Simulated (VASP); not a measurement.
# In2O3 (P-3m1) in VASP: notebook

Aim: see how the results for In2O3 move with the level of theory and the settings. Levels: PBE, r2SCAN. Tasks: single point.

Everything below comes from runs of VASP 6.6.1. Logs are shortened: lines on timing, memory, paths and dates and some standing lists are left out, and cuts for length are marked.

## Step 1: The cell of the first run

The structure is trigonal, space group P-3m1 (No. 164). The conventional cell has a = 3.468 Å, b = 3.468 Å, c = 6.427 Å, α = 90.00°, β = 90.00°, γ = 120.00°. Within 2.8 Å of In (site symmetry 3m) lie 7 O at 2.12 to 2.74 Å. Within 3.3 Å of O (site symmetry -3m) lie 6 In at 2.49 Å and 6 O at 2.97 Å. O (site symmetry 3m) has 4 In at 2.12 to 2.74 Å and 6 O at 2.85 to 2.97 Å within 3.0 Å.

## Step 2: Single point, PBE (13.39 Å³/atom)

INCAR

```
ALGO     = Normal         # electronic algorithm
EDIFF    = 1E-6           # SCF threshold, eV
ENCUT    = 520            # plane-wave cutoff, eV
GGA      = PE             # functional
ISIF     = 2              # what is computed and relaxed
ISMEAR   = 0              # smearing method
LASPH    = T              # aspherical terms in the spheres
LCHARG   = T              # write CHGCAR
LELF     = T              # ELF
LREAL    = F              # projectors in reciprocal space
LVHAR    = T            
LWAVE    = F              # write WAVECAR
NBANDS   = 30             # bands
NELM     = 80             # most SCF steps
PREC     = Accurate       # precision mode
SIGMA    = 0.01           # smearing width, eV
```

KPOINTS

```
k-points
0
Gamma
  9 9 4
```

POSCAR

```
In2O3
1.0
    3.4682628369      0.0000000000      0.0000000000
   -1.7341314184      3.0036037237      0.0000000000
    0.0000000000      0.0000000000      6.4273125313
In O
2 3
Direct
    0.3333333333      0.6666666667      0.2315476735
    0.6666666667      0.3333333333      0.7684523265
    0.0000000000      0.0000000000      0.0000000000
    0.3333333333      0.6666666667      0.6577844869
    0.6666666667      0.3333333333      0.3422155131
```

Potentials or basis: VASP PAW PBE potentials, release 64 (In_d, O).

Run with:

```
> cat potpaw_PBE.64/In_d/POTCAR potpaw_PBE.64/O/POTCAR > POTCAR
> mpirun -np 1 vasp_std > vasp.out
```

OUTCAR:

```text
EDIFF = 1E-6
   ENCUT = 520
   GGA = PE
   ISIF = 2
   ISMEAR = 0
   LASPH = T
   LREAL = F
   NELM = 80
   PREC = Accurate

 ion  position               nearest neighbor table
   1  0.333  0.667  0.232-   5 2.12   5 2.12   5 2.12   3 2.49   3 2.49   3 2.49   4 2.74   2 3.59
                             2 3.59   2 3.59   2 3.99   2 3.99   2 3.99
   2  0.667  0.333  0.768-   4 2.12   4 2.12   4 2.12   3 2.49   3 2.49   3 2.49   5 2.74   1 3.59
                             1 3.59   1 3.59   1 3.99   1 3.99   1 3.99
   3  0.000  0.000  0.000-   1 2.49   2 2.49   1 2.49   2 2.49   2 2.49   1 2.49
   4  0.333  0.667  0.658-   2 2.12   2 2.12   2 2.12   1 2.74
   5  0.667  0.333  0.342-   1 2.12   1 2.12   1 2.12   2 2.74

  LATTYP: Found a hexagonal cell.
 ALAT       =     3.4682628369
 C/A-ratio  =     1.8531791948

  Lattice vectors:

 A1 = (   3.4682628369,   0.0000000000,   0.0000000000)
 A2 = (  -1.7341314184,   3.0036037237,   0.0000000000)
 A3 = (   0.0000000000,   0.0000000000,   6.4273125313)

Analysis of symmetry for initial positions (statically):
=====================================================================
 Subroutine PRICEL returns:
 Original cell was already a primitive cell.

 Routine SETGRP: Setting up the symmetry group for a
 hexagonal supercell.

 Subroutine GETGRP returns: Found 12 space group operations
 (whereof 12 operations were pure point group operations)
 out of a pool of 24 trial point group operations.

The static configuration has the point symmetry D_3d.

Analysis of symmetry for dynamics (positions and initial velocities):
=====================================================================
 Subroutine PRICEL returns:
 Original cell was already a primitive cell.

 Routine SETGRP: Setting up the symmetry group for a
 hexagonal supercell.

 Subroutine GETGRP returns: Found 12 space group operations
 (whereof 12 operations were pure point group operations)
 out of a pool of 24 trial point group operations.

The dynamic configuration has the point symmetry D_3d.

 Subroutine INISYM returns: Found 12 space group operations
 (whereof 12 operations are pure point group operations),
 and found     1 'primitive' translations

----------------------------------------------------------------------------------------

                                     Primitive cell

  volume of cell :      66.9552

  direct lattice vectors                    reciprocal lattice vectors
     3.468262837  0.000000000  0.000000000     0.288328782  0.166466700  0.000000000
    -1.734131418  3.003603724  0.000000000     0.000000000  0.332933400  0.000000000
     0.000000000  0.000000000  6.427312531     0.000000000  0.000000000  0.155586024

  length of vectors
     3.468262837  3.468262837  6.427312531     0.332933400  0.332933400  0.155586024

  position of ions in fractional coordinates (direct lattice)
     0.333333333  0.666666667  0.231547674
     0.666666667  0.333333333  0.768452326
     0.000000000  0.000000000  0.000000000
     0.333333333  0.666666667  0.657784487
     0.666666667  0.333333333  0.342215513

  ion indices of the primitive-cell ions
   primitive index   ion index
                 1           1
                 2           2
                 3           3
                 4           4
                 5           5

----------------------------------------------------------------------------------------

 KPOINTS: k-points

Automatic generation of k-mesh.
 Grid dimensions read from file:
 generate k-points for:    9    9    4

 Generating k-lattice:

  Cartesian coordinates                     Fractional coordinates (reciprocal lattice)
     0.032036531  0.018496300  0.000000000     0.111111111  0.000000000  0.000000000
     0.000000000  0.036992600  0.000000000     0.000000000  0.111111111  0.000000000
     0.000000000  0.000000000  0.038896506     0.000000000  0.000000000  0.250000000

  Length of vectors
     0.036992600  0.036992600  0.038896506

  Shift w.r.t. Gamma in fractional coordinates (k-lattice)
     0.000000000  0.000000000  0.000000000

 Subroutine IBZKPT returns following result:
 ===========================================

 Found     43 irreducible k-points:

 Following reciprocal coordinates:
            Coordinates               Weight
  0.000000  0.000000  0.000000      1.000000
  0.111111  0.000000  0.000000      6.000000
  0.222222  0.000000  0.000000      6.000000
  0.333333  0.000000  0.000000      6.000000
  0.444444  0.000000  0.000000      6.000000
  0.111111  0.111111  0.000000      6.000000
[... 16 lines left out ...]
  0.222222  0.111111  0.250000     12.000000
 -0.111111  0.333333  0.250000     12.000000
 [... further k-points ...]
   k-points           NKPTS =     43   k-points in BZ     NKDIM =     43   number of bands    NBANDS=     30
   number of dos      NEDOS =    301   number of ions     NIONS =      5
   total plane-waves  NPLWV =  37632
   dimension x,y,z NGX =    28 NGY =   28 NGZ =   48
   dimension x,y,z NGXF=    56 NGYF=   56 NGZF=   96
   ions per type =               2   3
   NGX,Y,Z   is equivalent  to a cutoff of  13.42, 13.42, 12.42 a.u.
   NGXF,Y,Z  is equivalent  to a cutoff of  26.84, 26.84, 24.83 a.u.
 SYSTEM =  unknown system
   PREC   = accura    normal or accurate (medium, high low for compatibility)
   ISTART =      0    job   : 0-new  1-cont  2-samecut
   ICHARG =      2    charge: 1-file 2-atom 10-const
   ISPIN  =      1    spin polarized calculation?
   LNONCOLLINEAR =      F non collinear calculations
   LSORBIT =      F    spin-orbit coupling
   LASPH  =      T    aspherical Exc in radial PAW
   ENCUT  =  520.0 eV  38.22 Ry    6.18 a.u.   6.45  6.45 11.95*2*pi/ulx,y,z
   NELM   =     80;   NELMIN=  2; NELMDL= -5     # of ELM steps
   EDIFF  = 0.1E-05   stopping-criterion for ELM
   LREAL  =      F    real-space projection
   EDIFFG = 0.1E-04   stopping-criterion for IOM
   NSW    =      0    number of steps for IOM
   IBRION =     -1    ionic relax: 0-MD 1-quasi-New 2-CG
   NFREE  =      0    steps in history (QN), initial steepest desc. (CG)
   ISIF   =      2    stress and relaxation
   ISYM   =      2    0-nonsym 1-usesym 2-fastsym
   POTIM  = 0.5000    time-step for ionic-motion
   TEBEG  =    0.0;   TEEND  =   0.0 temperature during run
   PSTRESS=    0.0 pullay stress
   NELECT =      44.0000    total number of electrons
   NUPDOWN=      -1.0000    fix difference up-down
   EMIN   =  10.00;   EMAX   =-10.00  energy-range for DOS
   EFERMI =   0.00;   METHOD = LEGACY
   ISMEAR =     0;   SIGMA  =   0.01  broadening in eV -4-tet -1-fermi 0-gaus
   EFERMI_NEDOS =   21; number of points for ismear=-14 and -15
   IALGO  =     38    algorithm
   IMIX   =      4    mixing-type and parameters
     AMIX     =   0.40;   BMIX     =  1.00
     AMIX_MAG =   1.60;   BMIX_MAG =  1.00
  volume/ion in A,a.u.               =      13.39        90.37
  Fermi-wavevector in a.u.,A,eV,Ry     =   1.423304  2.689655 27.562609  2.025795
  Thomas-Fermi vector in A             =   2.543916
   LORBIT       =      0    0 simple, 1 ext, 2 COOP (PROOUT), +10 PAW based schemes
   GGA     = PE    functional components
   LHFCALC =     F    Hartree Fock is set to
   AEXX    =    0.0000 exact exchange contribution
   IVDW    =     0    specifies the selected vdW correction
   LEPSILON=     F    determine dielectric tensor
   LRPA    =     F    only Hartree local field effects (RPA)
 non-spin polarized calculation
 Gauss-broadening in eV      SIGMA  =   0.01
  energy-cutoff  :      520.00
  volume of cell :       66.96
 maximum number of plane-waves:      1830
 NGX is ok and might be reduce to    28
   NGX = 13   NGY = 13   NGZ = 23

 number of electron      43.9999991 magnetization

 Free energy of the ion-electron system (eV)
  ---------------------------------------------------
  ext. energy  EPLUGINS =         0.00000000
  ---------------------------------------------------
  free energy    TOTEN  =       -27.03178785 eV

  energy without entropy =      -27.03178785  energy(sigma->0) =      -27.03178785

 E-fermi :   5.3570     XC(G=0): -10.9858

 val. band max:        5.3098758664   @ k =   0.0000   0.0000   0.0000
 cond. band min:       5.7103451746   @ k =   0.0000   0.0000   0.0000
 fundamental gap:      0.4004693082
 Fermi energy:         5.3569883948

 k-point     1 :       0.0000    0.0000    0.0000
  band No.  band energies     occupation
      1     -12.2239      2.00000
      2     -11.4883      2.00000
      3     -10.7633      2.00000
      4      -7.4748      2.00000
      5      -7.4748      2.00000
      6      -7.4373      2.00000
[... 22 lines left out ...]
     29      17.0984      0.00000
     30      17.0984      0.00000

 k-point     2 :       0.1111    0.0000    0.0000
  band No.  band energies     occupation
      1     -12.1567      2.00000
      2     -11.4828      2.00000
      3     -10.8043      2.00000
      4      -7.4419      2.00000
      5      -7.4419      2.00000
      6      -7.4327      2.00000
[... 22 lines left out ...]
     29      16.2398      0.00000
     30      17.1911      0.00000

 k-point     3 :       0.2222    0.0000    0.0000
  band No.  band energies     occupation
      1     -11.9891      2.00000
      2     -11.4805      2.00000
      3     -10.8806      2.00000
      4      -7.4014      2.00000
      5      -7.3810      2.00000
      6      -7.3792      2.00000
[... 22 lines left out ...]
     29      16.7340      0.00000
     30      17.4168      0.00000

 k-point     4 :       0.3333    0.0000    0.0000
  band No.  band energies     occupation
      1     -11.8123      2.00000
      2     -11.5050      2.00000
      3     -10.9040      2.00000
      4      -7.3750      2.00000
      5      -7.3647      2.00000
      6      -7.3181      2.00000
[... 22 lines left out ...]
     29      17.1035      0.00000
     30      17.2149      0.00000

 k-point     5 :       0.4444    0.0000    0.0000
  band No.  band energies     occupation
      1     -11.7086      2.00000
      2     -11.5450      2.00000
      3     -10.8704      2.00000
      4      -7.3724      2.00000
      5      -7.3626      2.00000
      6      -7.3161      2.00000
[... 22 lines left out ...]
     29      16.6982      0.00000
     30      17.4328      0.00000
[... 526 lines left out ...]
     29      17.3659      0.00000
     30      17.5677      0.00000

 k-point    22 :       0.1111    0.1111    0.2500
  band No.  band energies     occupation
      1     -11.9843      2.00000
      2     -11.5667      2.00000
      3     -10.8300      2.00000
      4      -7.4288      2.00000
      5      -7.3917      2.00000
      6      -7.3910      2.00000
[... 22 lines left out ...]
     29      16.5543      0.00000
     30      17.2460      0.00000

 k-point    23 :       0.2222    0.1111    0.2500
  band No.  band energies     occupation
      1     -11.8349      2.00000
      2     -11.5302      2.00000
      3     -10.9025      2.00000
      4      -7.4057      2.00000
      5      -7.3420      2.00000
      6      -7.3276      2.00000
[... 22 lines left out ...]
     29      16.5240      0.00000
     30      16.9591      0.00000

 k-point    24 :      -0.1111    0.3333    0.2500
  band No.  band energies     occupation
      1     -11.8475      2.00000
      2     -11.5107      2.00000
      3     -10.9089      2.00000
      4      -7.4020      2.00000
      5      -7.3399      2.00000
      6      -7.2990      2.00000
[... 22 lines left out ...]
     29      16.6357      0.00000
     30      17.1140      0.00000

 [... further k-points ...]

------------------------ aborting loop because EDIFF is reached ----------------------------------------

  FORCE on cell =-STRESS in cart. coord.  units (eV):
  Direction    XX          YY          ZZ          XY          YZ          ZX
  --------------------------------------------------------------------------------------
  -------------------------------------------------------------------------------------
  Total       -1.8035111     -1.8035111     -1.1400030     -0.0000000      0.0000000      0.0000000
  in kB      -43.1564146    -43.1564146    -27.2792568     -0.0000000      0.0000000      0.0000000
  external PRESSURE =     -37.8640287 kB  Pullay stress =       0.0000000 kB

 VOLUME and BASIS-vectors are now :
 -----------------------------------------------------------------------------
  energy-cutoff  :      520.00
  volume of cell :       66.96
      direct lattice vectors                 reciprocal lattice vectors
     3.468262837  0.000000000  0.000000000     0.288328782  0.166466700  0.000000000
    -1.734131418  3.003603724  0.000000000     0.000000000  0.332933400  0.000000000
     0.000000000  0.000000000  6.427312531     0.000000000  0.000000000  0.155586024

 POSITION                                       TOTAL-FORCE (eV/Angst)
 -----------------------------------------------------------------------------------
     -0.00000      2.00240      1.48823        -0.000000     -0.000000      0.068680
      1.73413      1.00120      4.93908        -0.000000      0.000000     -0.068680
      0.00000      0.00000      0.00000        -0.000000      0.000000      0.000000
     -0.00000      2.00240      4.22779        -0.000000      0.000000      0.143394
      1.73413      1.00120      2.19953         0.000000     -0.000000     -0.143394
 -----------------------------------------------------------------------------------
    total drift:                                0.000000     -0.000000      0.000000

  FREE ENERGIE OF THE ION-ELECTRON SYSTEM (eV)
  ---------------------------------------------------
  free  energy   TOTEN  =       -27.0317878522 eV

  energy  without entropy=      -27.0317878522  energy(sigma->0) =      -27.03178785
```

Wall time 53 s (1 thread of Intel Xeon Platinum 8488C (Sapphire Rapids), shared host); peak memory 0.22 GiB.

What came out:

```
Free energy            : -27.0318 eV
Pressure               : -3.8 GPa
Largest force          : 0.143 eV/Å
Band gap on the k mesh : 0.40 eV
```

Forces on the atoms (eV/Å):
```
In   0.000  0.000  0.069
In   0.000  0.000 -0.069
O    0.000  0.000  0.000
O    0.000  0.000  0.143
O    0.000  0.000 -0.143
```

Caveat: the cell stands under tension; semilocal functionals underestimate gaps, and a narrow one can read as zero; spin-orbit coupling is left out, which moves the levels of the heavy elements.

## Step 3: Single point, PBE (13.78 Å³/atom)

This run uses another cell than the first one, of 13.78 Å³/atom.

INCAR

```
PREC = Accurate ; ENCUT = 520
EDIFF = 1E-6 ; ISMEAR = 0
SIGMA = 0.01 ; LREAL = F
LASPH = T ; NELM = 80
ALGO = Normal ; ISIF = 2
LWAVE = F ; LCHARG = F
GGA = PE ; NBANDS = 30
```

KPOINTS

```
Automatic mesh
0
Gamma
  9 9 4
```

Changes to POSCAR since step 2:

```diff
@@ -2,5 +2,5 @@
 1.0
-    3.4682628369      0.0000000000      0.0000000000
-   -1.7341314184      3.0036037237      0.0000000000
-    0.0000000000      0.0000000000      6.4273125313
+    3.5016135639      0.0000000000      0.0000000000
+   -1.7508067820      3.0324863006      0.0000000000
+    0.0000000000      0.0000000000      6.4891174048
 In O
```

Potentials or basis: VASP PAW PBE potentials, release 64 (In_d, O).

Run with:

```
> cat potpaw_PBE.64/In_d/POTCAR potpaw_PBE.64/O/POTCAR > POTCAR
> mpirun -np 1 vasp_std > vasp.out
```

Wall time 54 s (1 thread of Intel Xeon Platinum 8488C (Sapphire Rapids), shared host); peak memory 0.22 GiB.

The run converged. Its results:

* Free energy: -26.9660 eV
* Pressure: -7.3 GPa
* Largest force: 0.288 eV/Å
* Band gap on the k mesh: 0.25 eV

Forces on the atoms (eV/Å):
```
In   0.000  0.000  0.130
In   0.000  0.000 -0.130
O    0.000  0.000  0.000
O    0.000  0.000  0.288
O    0.000  0.000 -0.288
```

Stress tensor (GPa, compression positive):
```
-8.45  0.00  0.00
 0.00 -8.45  0.00
 0.00  0.00 -5.13
```

Levels at points of the mesh, in eV from the valence-band top:
```
           k point  band 20  band 21  band 22  band 23  band 24  band 25
(0.00, 0.00, 0.00)    -0.68    -0.68     0.00     0.25     4.20     5.41
(0.00, 0.00, 0.50)    -0.82    -0.78    -0.78     2.35     3.05     5.21
```

Caveat: the cell stands under tension; semilocal functionals underestimate gaps, and a narrow one can read as zero; spin-orbit coupling is left out, which moves the levels of the heavy elements.

## Step 4: Single point, r2SCAN (11.61 Å³/atom)

This run uses another cell than the first one, of 11.61 Å³/atom.

POSCAR

```
In2O3
1.0
    3.3499973055      0.0000000000      0.0000000000
   -1.6749986527      2.9011827691      0.0000000000
    0.0000000000      0.0000000000      5.9719572550
In O
2 3
Direct
    0.3333333333      0.6666666667      0.2370762018
    0.6666666667      0.3333333333      0.7629237982
    0.0000000000      0.0000000000      0.0000000000
    0.3333333333      0.6666666667      0.6542365645
    0.6666666667      0.3333333333      0.3457634355
```

INCAR.step1

```
ALGO = Normal
EDIFF = 1E-4
ENCUT = 520
GGA = PE
ISMEAR = 0
LASPH = True
LCHARG = False
LREAL = False
LWAVE = True
NBANDS = 30
NELM = 80
PREC = Accurate
SIGMA = 0.01
```

INCAR.step2

```
ALGO = Normal
EDIFF = 1E-6
ENCUT = 520
ISIF = 2
ISMEAR = 0
ISTART = 1
LASPH = True
LCHARG = True
LELF = True
LMIXTAU = True
LREAL = False
LVHAR = True
LWAVE = False
METAGGA = R2SCAN
NBANDS = 30
NELM = 80
PREC = Accurate
SIGMA = 0.01
```

KPOINTS

```
k-points
0
Gamma
  9 9 4
```

Run with:

```
> cat potpaw_PBE.64/In_d/POTCAR potpaw_PBE.64/O/POTCAR > POTCAR
> cp INCAR.step1 INCAR
> mpirun -np 1 vasp_std > vasp.out
> cp INCAR.step2 INCAR
> mpirun -np 1 vasp_std > vasp.out
```

Wall time 4.6 min (1 thread of Intel Xeon Platinum 8488C (Sapphire Rapids), shared host); peak memory 0.23 GiB.

The run converged. Its results:

- Free energy: -71.3110 eV
- Pressure: 14.3 GPa
- Largest force: 0.399 eV/Å
- Band gap on the k mesh: 1.73 eV (least direct gap 1.77 eV)

Forces in eV/Å, atoms in the order of the input:
```
In   0.000  0.000 -0.250
In   0.000  0.000  0.250
O    0.000  0.000  0.000
O    0.000  0.000 -0.399
O    0.000  0.000  0.399
```

Stress tensor (GPa, compression positive):
```
16.33  0.00  0.00
 0.00 16.33  0.00
 0.00  0.00 10.16
```

Levels at points of the mesh, in eV from the valence-band top:
```tsv
k point	band 19	band 20	band 21	band 22	band 23	band 24	band 25	band 26
(0.00, 0.00, 0.00)	-1.21	-0.50	-0.50	-0.04	1.73	6.29	6.94	12.52
(0.00, 0.00, 0.50)	-0.81	-0.81	-0.63	-0.63	3.77	4.92	6.62	11.61
```

Caveat: the stress differs along the axes, from 10 to 16 GPa; the PAW data sets were made with another functional, which shifts forces and pressure a little; spin-orbit coupling is left out, which moves the levels of the heavy elements. A k mesh can miss the band edges.

(Continued in part 2 of 2.)
